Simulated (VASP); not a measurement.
## Os: relaxation of cell and atoms with r2SCAN

Os:

```
Os
1.0
     2.78697    0.00000    0.00000
    -1.39349    2.41359    0.00000
     0.00000    0.00000    8.98854
Os
4
Direct
  0.00000 0.00000 0.00000
  0.00000 0.00000 0.50000
  0.33333 0.66667 0.75000
  0.66667 0.33333 0.25000
```

```json
{
  "Program": "VASP 6.6.1",
  "Task": "relaxation of cell and atoms",
  "Functional": "r2SCAN",
  "Potentials or basis": "VASP PAW PBE potentials, release 64 (Os)",
  "Cutoff": "600 eV",
  "k mesh": "9 × 9 × 2",
  "Occupations": "gaussian, width 0.1 eV",
  "Spin": "no spin polarisation",
  "Dipole correction": "no",
  "Further INCAR settings": "ALGO = Normal; EDIFF = 1e-07; IBRION = 2; EDIFFG = -0.04; NSW = 90; ISIF = 3"
}
```

```json
{
  "Relaxed volume": "14.08 Å³/atom",
  "Relaxed cell": "a = 2.719 Å, b = 2.719 Å, c = 8.801 Å, α = 90.00°, β = 90.00°, γ = 120.00°",
  "Space group after relaxing (to 0.1 Å)": "P6_3/mmc (No. 194)",
  "Pressure after relaxing": "0.0 GPa"
}
```

Final structure:
```yaml
crystal:
  lattice:
    - [2.71869, 0.00000, 0.00000]
    - [-1.35935, 2.35446, 0.00000]
    - [0.00000, 0.00000, 8.80080]
  atoms:
    - { symbol: Os, position: [0.00000, 0.00000, 0.00000] }
    - { symbol: Os, position: [0.00000, 0.00000, 0.50000] }
    - { symbol: Os, position: [0.33333, 0.66667, 0.75000] }
    - { symbol: Os, position: [0.66667, 0.33333, 0.25000] }
```

Levels at points of the mesh, in eV from the Fermi level:
```
           k point  band 14  band 15  band 16  band 17  band 18  band 19
(0.00, 0.00, 0.00)    -2.57    -2.57    -0.85    -0.85    -0.26     0.05
(0.00, 0.00, 0.50)    -2.92    -2.15    -2.15    -0.34    -0.34    -0.34
```

It took 27 min on 1 thread of Oxide Virtual Turin-like Processor, with other jobs on the host, peak memory 0.2 GiB.

Caveat: the highest band is partly filled, so the run has too few bands; the PAW data sets were made with another functional, which shifts forces and pressure a little; spin-orbit coupling is left out, which moves the levels of the heavy elements.
